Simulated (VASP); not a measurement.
CdS:

```
Cd S
1.0
     0.00000    2.72678    2.64497
     2.72678    0.00000    2.64497
     2.72678    2.72678    0.00000
Cd S
1 1
Direct
  0.00000 0.00000 0.00000
  0.50000 0.50000 0.50000
```

This cell differs from its parent crystal: uniaxial z strain -3.0%.

Base run:

```yaml
Program: VASP 6.6.1
Functional: r2SCAN
Potentials_or_basis: VASP PAW PBE potentials, release 64 (Cd_sv_GW, S)
Cutoff: 700 eV
k_mesh: 8 × 8 × 8
Occupations: fermi-dirac, width 0.02 eV
Spin: no spin polarisation
```

Its results: band gap on the k mesh 0.57 eV (least direct gap 2.56 eV); pressure 2.8 GPa.

Question: The run is repeated on the same cell with these changes: functional from r2SCAN to PBE; cutoff from 700 eV to 630 eV. What comes out?

Answer: Band gap on the k mesh 0.08 eV (least direct gap 1.91 eV); pressure 4.3 GPa.

Caveats: the structure was generated, so it needn't be the stable form of CdS; semilocal functionals underestimate gaps, and a narrow one can read as zero; the PAW data sets were made with another functional, which shifts forces and pressure a little (at least some runs); the cell stands under pressure (at least some runs).

A k mesh can miss the band edges.
